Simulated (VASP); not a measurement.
MoS2: electric field gradients with PBE

The system is MoS2.

```xyz
6
Lattice="3.1183 0.0000 0.0000 -1.5591 2.7005 0.0000 0.0000 0.0000 12.1288" Properties=species:S:1:pos:R:3 pbc="T T T"
Mo    0.0000    1.8003    3.0322
Mo    1.5591    0.9002    9.0966
S     0.0000    1.8003    7.6108
S     1.5591    0.9002    1.5464
S     0.0000    1.8003   10.5824
S     1.5591    0.9002    4.5180
```

This cell differs from its parent crystal: volume scaled by 0.96.

- Program: VASP 6.6.1
- Task: electric field gradients
- Functional: PBE
- Potentials or basis: VASP PAW PBE potentials, release 64 (Mo_sv, S)
- Cutoff: 520 eV
- k mesh: 10 × 10 × 3
- Occupations: fermi-dirac, width 0.03 eV
- Spin: no spin polarisation
- Dipole correction: no
- Further INCAR settings: ALGO = Normal; EDIFF = 1e-08; NBANDS = 35

```
Pressure               : 16.5 GPa
Largest force          : 2.003 eV/Å
Band gap on the k mesh : 0.89 eV, indirect (least direct gap 1.98 eV)
```

Forces on the atoms (eV/Å):
```
Mo   0.000  0.000  0.000
Mo   0.000  0.000  0.000
S    0.000  0.000 -2.003
S    0.000  0.000 -2.003
S    0.000  0.000  2.003
S    0.000  0.000  2.003
```

Stress tensor (GPa, compression positive):
```
13.95  0.00  0.00
 0.00 13.95  0.00
 0.00  0.00 21.49
```

Levels at points of the mesh, in eV from the valence-band top:
| k point | band 24 | band 25 | band 26 | band 27 | band 28 | band 29 |
| --- | --- | --- | --- | --- | --- | --- |
| (0.00, 0.00, 0.00) | -1.37 | -1.26 | 0.00 | 2.03 | 2.03 | 2.05 |
| (0.50, 0.00, 0.00) | -1.94 | -1.69 | -1.55 | 1.46 | 1.50 | 1.98 |

Electric field gradients, principal values (V/Å²):
| atom | least | middle | greatest (by size) |
| --- | --- | --- | --- |
| 1 Mo | 49.181 | 49.183 | -98.364 |
| 2 Mo | 49.181 | 49.183 | -98.364 |
| 3 S | 32.418 | 32.418 | -64.836 |
| 4 S | 32.418 | 32.418 | -64.836 |
| 5 S | 32.418 | 32.418 | -64.836 |
| 6 S | 32.418 | 32.418 | -64.836 |

Wall time 64 s on 1 thread of Intel(R) Xeon(R) Platinum 8488C (Sapphire Rapids), with other jobs on the host, peak memory 0.25 GiB.

Caveat: without QUAD_EFG the Cq values of the log hold for a quadrupole moment of 1 mb, not for the nuclei; this functional lacks dispersion, which binds the layers, so the pressure and a relaxed spacing across them are unreliable; forces of over 1 eV/Å act on the atoms, so gaps and moduli don't describe the material at rest. A k mesh can miss the band edges.
